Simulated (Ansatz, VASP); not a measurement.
One calculation of C, two programs

```
C
1.0
     0.01985    1.77886    1.77886
     1.77886    0.01985    1.77886
     1.77886    1.77886    0.01985
C
2
Direct
  0.00015 0.00015 0.00015
  0.24985 0.24985 0.24985
```

Change from the starting cell: strained cell.

Alike in both runs: functional PBE; k mesh 9 × 9 × 9; occupations gaussian, width 0.02 eV; no spin polarisation.

Ansatz relaxed the structure, and its values are those at the end. VASP's run is a single point on that final structure, the one shown.

```csv
,VASP,Ansatz
version,VASP 6.6.1,Ansatz 0.2.0
potentials or method,"VASP PAW PBE potentials, release 64 (C), cutoff 600 eV","scalar-relativistic, plane waves, PAW"
valence electrons in the cell,8,8
```

```csv
,VASP,Ansatz,Ansatz less VASP
gap on the k mesh at the Fermi level (eV),4.18,4.19,+0.007
least direct gap on the mesh (eV),5.30,5.30,+0.002
pressure (GPa),13.2,13.2,-0.05
```

With one functional, cell and mesh, what is left measures potentials, basis and numerics. Ansatz's warnings: stress scf threshold loose.
